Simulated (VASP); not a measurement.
**Al9H: single point with PBE**

Al9H, a slab with vacuum:

```xyz
20
Lattice="5.7071 0.0000 0.0000 -1.4268 9.7015 0.0000 0.0000 0.0000 22.7904" Properties=species:S:1:pos:R:3 pbc="T T T"
Al    1.4268    0.6295    4.0000
Al    4.2803    0.6295    4.0000
Al    1.4268    3.3172    4.9957
Al    4.2803    3.3172    4.9957
Al    0.0000    5.7950    5.1949
Al    2.8535    5.7950    5.1949
Al    1.4268    8.2728    5.3940
Al    4.2803    8.2728    5.3940
Al    0.0003    1.2390    6.4001
Al    2.8538    1.2390    6.4001
Al   -0.0072    3.9216    7.5233
Al    2.8463    3.9216    7.5233
Al    1.4238    6.3997    7.6799
Al    4.2774    6.3997    7.6799
Al   -0.0083    8.8388    7.8610
Al    2.8452    8.8388    7.8610
Al    1.4319    1.7599    8.7904
Al    4.2854    1.7599    8.7904
H     2.9014    3.7980   10.5204
H     2.8069    4.4411   10.5204
```

```
Program             : VASP 6.6.1
Task                : single point
Functional          : PBE
Potentials or basis : VASP PAW PBE potentials, release 64 (Al, H)
Cutoff              : 520 eV
k mesh              : 5 × 3 × 1
Occupations         : gaussian, width 0.1 eV
Spin                : no spin polarisation
```

```json
{
 "Largest force": "5.055 eV/Å",
 "Band gap on the k mesh": "zero (bands 28 and 29 overlap by 0.73 eV)"
}
```

Forces in eV/Å, atoms in the order of the input:
```
Al  -0.010  0.141  0.025
Al  -0.002  0.146  0.025
Al   0.020  0.037  0.063
Al  -0.008  0.036  0.058
Al   0.001 -0.085  0.036
Al  -0.005 -0.088  0.023
Al   0.001 -0.094 -0.128
Al   0.004 -0.090 -0.119
Al  -0.001  0.011  0.002
Al  -0.001  0.009 -0.019
Al   0.008 -0.015  0.003
Al   0.000 -0.026 -0.106
Al  -0.005 -0.023 -0.010
Al  -0.005 -0.020 -0.013
Al   0.001  0.007 -0.005
Al  -0.004  0.013 -0.002
Al  -0.005 -0.050 -0.044
Al   0.012 -0.057 -0.045
H    0.721 -4.853  0.123
H   -0.720  5.001  0.133
```

Levels at points of the mesh, in eV from the Fermi level:
| k point | band 25 | band 26 | band 27 | band 28 | band 29 | band 30 | band 31 | band 32 |
| --- | --- | --- | --- | --- | --- | --- | --- | --- |
| (0.00, 0.00, 0.00) | -1.11 | -1.08 | -0.94 | -0.62 | -0.58 | -0.27 | 0.11 | 0.95 |

It took 37 min on 1 thread of Intel Xeon 8259CL, with other jobs on the host, peak memory 1.2 GiB.
